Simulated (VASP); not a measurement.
A run of VASP 6.6.1 is set up as follows.

INCAR

```
PREC = Accurate ; ENCUT = 600
EDIFF = 1E-6 ; ISMEAR = 1
SIGMA = 0.05 ; LREAL = F
LASPH = T ; NELM = 120
ALGO = Normal ; ISIF = 2
LWAVE = F ; LCHARG = T
GGA = CA ; LELF = T
LVHAR = T ; NBANDS = 7
GGA_COMPAT = F
```

File KPOINTS:

```
Automatic mesh
0
Gamma
  11 11 11
```

The input POSCAR:

```
Mg
1.0
   -1.4640918503      1.4640918503      1.4640918503
    1.4640918503     -1.4640918503      1.4640918503
    1.4640918503      1.4640918503     -1.4640918503
Mg
1
Direct
    0.0000000000      0.0000000000      0.0000000000
```

Potentials or basis: VASP PAW LDA potentials, release 64 (Mg).

The run is started by

```sh
$ cat potpaw_LDA.64/Mg/POTCAR > POTCAR
$ mpirun -np 1 vasp_std > vasp.out
```

Question: Estimate the band gap on the k mesh.

Answer: Zero (band 1 reaches 9.20 eV, above the bottom of band 2 at 5.84 eV).

Question: What does it give for the pressure?

Answer: 61.8 GPa.
